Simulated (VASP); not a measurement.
The system is GeSbTe3.

```
CELL_PARAMETERS angstrom
6.43778 0.00000 0.00000
-3.21889 5.57528 0.00000
0.00000 0.00000 5.43820
ATOMIC_POSITIONS crystal
Ge 0.00000 0.00000 0.50000
Sb 0.00000 0.00000 0.00000
Te 0.50000 0.00000 0.00000
Te 0.00000 0.50000 0.00000
Te 0.50000 0.50000 0.00000
```

```yaml
Program: VASP 6.6.1
Task: relaxation of cell and atoms
Functional: PBE
Potentials_or_basis: VASP PAW PBE potentials, release 64 (Ge_d, Sb, Te)
Cutoff: 600 eV
k_mesh: 6 × 6 × 8
Occupations: gaussian, width 0.1 eV
Spin: no spin polarisation
```

At the start: pressure 0.2 GPa; volume 39.04 Å³/atom.

Question: Where does the relaxation end?

Answer: Over 6 steps the energy falls by 2.1 meV/atom and the volume is 39.55 Å³/atom (+1.3 %); space group P6/mmm (No. 191, to 0.05 Å).

Step by step:
```tsv
step	energy change (eV)	largest force (eV/Å)	pressure (GPa)	volume (Å³)
1	0.0000	0.0000	0.17	195.19
2	-0.0084	0.0000	0.12	196.34
3	-0.0103	0.0000	0.09	197.15
4	-0.0103	0.0000	0.11	197.19
5	-0.0105	0.0000	-0.05	198.11
6	-0.0105	0.0000	0.02	197.76
```

Final structure:
```yaml
crystal:
  lattice:
    - [6.42092, 0.00000, 0.00000]
    - [-3.21046, 5.56068, 0.00000]
    - [0.00000, 0.00000, 5.53873]
  atoms:
    - { symbol: Ge, position: [0.00000, 0.00000, 0.50000] }
    - { symbol: Sb, position: [0.00000, 0.00000, 0.00000] }
    - { symbol: Te, position: [0.50000, 0.00000, 0.00000] }
    - { symbol: Te, position: [0.00000, 0.50000, 0.00000] }
    - { symbol: Te, position: [0.50000, 0.50000, 0.00000] }
```
